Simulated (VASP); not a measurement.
Input of a VASP 6.6.1 run:

File INCAR:

```
SYSTEM = BaTiO3
PREC     = Accurate       ! precision mode
ENCUT    = 600            ! plane-wave cutoff, eV
EDIFF    = 1E-7           ! SCF threshold, eV
ISMEAR   = -1             ! smearing method
SIGMA    = 0.01           ! smearing width, eV
LREAL    = .False.        ! projectors in reciprocal space
LASPH    = .True.         ! aspherical terms in the spheres
NELM     = 80             ! most SCF steps
ALGO     = Normal         ! electronic algorithm
ISIF     = 3              ! what is computed and relaxed
LWAVE    = .False.        ! write WAVECAR
LCHARG   = .False.        ! write CHGCAR
GGA      = PE             ! functional
IBRION   = 2              ! ionic algorithm
NSW      = 80             ! ionic steps
EDIFFG   = -0.05          ! ionic threshold
PSTRESS  = 100.0
```

KPOINTS

```
regular mesh
0
Gamma
  6 6 6
  0 0 0
```

Contents of POSCAR:

```
BaTiO3
1.0
    4.0060000000      0.0000000000      0.0000000000
    0.0000000000      4.0060000000      0.0000000000
    0.0000000000      0.0000000000      4.0060000000
Ba Ti O
1 1 3
Direct
    0.5000000000      0.5000000000      0.5000000000
    0.0000000000      0.0000000000      0.0000000000
    0.5000000000      0.0000000000      0.0000000000
    0.0000000000      0.5000000000      0.0000000000
    0.0000000000      0.0000000000      0.5000000000
```

Potentials or basis: VASP PAW PBE potentials, release 64 (Ba_sv, Ti_sv, O).

Run with:

```bash
$ cat potpaw_PBE.64/Ba_sv/POTCAR potpaw_PBE.64/Ti_sv/POTCAR potpaw_PBE.64/O/POTCAR > POTCAR
$ mpirun -np 1 vasp_std > vasp.out
```

Task: Estimate the space group after relaxing (to 0.1 Å).

Result: Pm-3m (No. 221).

Task: What does it give for the relaxed cell?

Result: a = 3.959 Å, b = 3.959 Å, c = 3.959 Å, α = 90.00°, β = 90.00°, γ = 90.00°.

Step by step:
| step | energy change (eV) | largest force (eV/Å) | pressure (GPa) | volume (Å³) |
| --- | --- | --- | --- | --- |
| 1 | 0.0000 | 0.0000 | 3.27 | 64.29 |
| 2 | 0.3350 | 0.0000 | 19.85 | 59.40 |
| 3 | 0.0900 | 0.0000 | 9.93 | 62.07 |

Caveat: the cell is relaxed towards a set pressure, so the run minimises the enthalpy, not the energy.
